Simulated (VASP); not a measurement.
The system is Al5As.

```
Al As
1.0
     3.33245   -3.37315    0.00000
     3.33245    3.37315    0.00000
     0.00000    0.00000    5.27744
Al As
5 1
Direct
  0.00000 0.00000 0.00000
  0.32335 0.67665 0.23850
  0.67665 0.32335 0.23850
  0.32335 0.67665 0.76150
  0.67665 0.32335 0.76150
  0.00000 0.00000 0.50000
```

| Property | Result |
| --- | --- |
| Program | VASP 6.6.1 |
| Task | relaxation of cell and atoms |
| Functional | PBE |
| Potentials or basis | VASP PAW PBE potentials, release 64 (Al, As) |
| Cutoff | 600 eV |
| k mesh | 4 × 4 × 4 |
| Occupations | gaussian, width 0.1 eV |
| Spin | no spin polarisation |

At the start: pressure 8.1 GPa; volume 19.77 Å³/atom.

**Question.** Where does the relaxation end?

**Answer.** Over 16 steps the energy falls by 339.9 meV/atom and the volume is 18.16 Å³/atom (-8.1 %); space group Cmmm (No. 65, to 0.05 Å).

Step by step:
| step | energy change (eV) | largest force (eV/Å) | pressure (GPa) | volume (Å³) |
| --- | --- | --- | --- | --- |
| 1 | 0.0000 | 0.7304 | 8.05 | 118.65 |
| 2 | -0.9955 | 0.1954 | -5.34 | 135.64 |
| 3 | -1.0239 | 0.2461 | -3.75 | 132.58 |
| 4 | -1.3161 | 0.1953 | -2.88 | 125.30 |
| 5 | -1.4668 | 0.1827 | -1.63 | 119.57 |
| 6 | -1.6527 | 0.3765 | 3.01 | 108.19 |
| 7 | -1.8946 | 0.3945 | 1.95 | 107.28 |
| 8 | -1.8404 | 0.5961 | 3.20 | 104.79 |
| 9 | -1.9171 | 0.4637 | 2.46 | 105.78 |
| 10 | -1.9503 | 0.4386 | 1.92 | 106.59 |
| 11 | -1.9897 | 0.3184 | 0.25 | 109.06 |
| 12 | -1.9982 | 0.2482 | -0.87 | 110.95 |
| 13 | -2.0145 | 0.2007 | -0.62 | 110.35 |
| 14 | -2.0344 | 0.1012 | 0.28 | 108.61 |
| 15 | -2.0347 | 0.0907 | 0.17 | 108.80 |
| 16 | -2.0391 | 0.0275 | -0.04 | 108.99 |

Final structure:
```
CELL_PARAMETERS angstrom
2.49381 -4.06339 0.00000
2.49381 4.06339 0.00000
0.00000 0.00000 5.37760
ATOMIC_POSITIONS crystal
Al 0.00000 0.00000 0.00000
Al 0.33087 0.66913 0.25068
Al 0.66913 0.33087 0.25068
Al 0.33087 0.66913 0.74932
Al 0.66913 0.33087 0.74932
As 0.00000 0.00000 0.50000
```
